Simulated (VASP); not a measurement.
Input of a VASP 6.6.1 run:

File INCAR:

```
ALGO     = Fast           # electronic algorithm
EDIFF    = 1E-7           # SCF threshold, eV
ENCUT    = 520            # plane-wave cutoff, eV
GGA      = PS             # functional
ISIF     = 2              # what is computed and relaxed
ISMEAR   = -1             # smearing method
LASPH    = T              # aspherical terms in the spheres
LCHARG   = F              # write CHGCAR
LREAL    = F              # projectors in reciprocal space
LWAVE    = F              # write WAVECAR
NBANDS   = 40             # bands
NELM     = 100            # most SCF steps
PREC     = Accurate       # precision mode
SIGMA    = 0.1            # smearing width, eV
```

Contents of KPOINTS:

```
k-points
0
Gamma
  12 12 6
```

File POSCAR:

```
In2Sb
1.0
    5.3799042018      0.0000000000      0.0000000000
   -2.6899521009      4.6591337087      0.0000000000
    0.0000000000      0.0000000000      6.7225520000
In Sb
4 2
Direct
    0.6666666667      0.3333333333      0.2500000000
    0.3333333333      0.6666666667      0.7500000000
    0.0000000000      0.0000000000      0.5000000000
    0.0000000000      0.0000000000      0.0000000000
    0.6666666667      0.3333333333      0.7500000000
    0.3333333333      0.6666666667      0.2500000000
```

Potentials or basis: VASP PAW PBE potentials, release 64 (In_d, Sb).

Command:

```console
$ cat potpaw_PBE.64/In_d/POTCAR potpaw_PBE.64/Sb/POTCAR > POTCAR
$ mpirun -np 1 vasp_std > vasp.out
```

Question: Predict the band gap on the k mesh.

Answer: Zero (bands 31 and 32 overlap by 2.07 eV).

Question: Predict the pressure.

Answer: -2.5 GPa.

Stress tensor (GPa, compression positive):
```
-2.12  0.00  0.00
 0.00 -2.12  0.00
 0.00  0.00 -3.41
```

Caveat: the PAW data sets were made with another functional, which shifts forces and pressure a little; spin-orbit coupling is left out, which moves the levels of the heavy elements.
